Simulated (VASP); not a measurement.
Mg2C, 3 atoms in the cell. It takes space group Pmmm (No. 47, orthorhombic). The conventional cell has a = 3.112 Å, b = 3.510 Å, c = 4.295 Å, α = 90.00°, β = 90.00°, γ = 90.00°. Within 2.8 Å of Mg (site symmetry mmm) lie 2 C at 2.15 Å. Within 3.2 Å of Mg (site symmetry mmm) lie 4 C at 2.35 Å and 10 Mg at 3.11 to 3.18 Å. Within 2.8 Å of C (site symmetry mmm) lie 6 Mg at 2.15 to 2.35 Å. 

| Property | Result |
| --- | --- |
| Program | VASP 6.6.1 |
| Task | single point |
| Functional | PBE |
| Potentials or basis | VASP PAW PBE potentials, release 64 (Mg, C) |
| Cutoff | 520 eV |
| k mesh | 14 × 14 × 12 |
| Occupations | gaussian, width 0.1 eV |
| Spin | no spin polarisation |
| Dipole correction | no |
| Further INCAR settings | ALGO = Normal; EDIFF = 1e-06; NBANDS = 11 |

Potentials or basis: VASP PAW PBE potentials, release 64 (Mg, C).

The run is started by

```sh
$ cat potpaw_PBE.64/Mg/POTCAR potpaw_PBE.64/C/POTCAR > POTCAR
$ mpirun -np 1 vasp_std > vasp.out
```

Hardware: 1 thread of Intel Xeon 8259CL, on a shared host.

**Question.** Estimate the wall time of this run.

**Answer.** Wall time 3.9 min on 1 thread of Intel Xeon 8259CL (shared host), peak memory 0.36 GiB. Counts: scf iterations 13, k points 448.
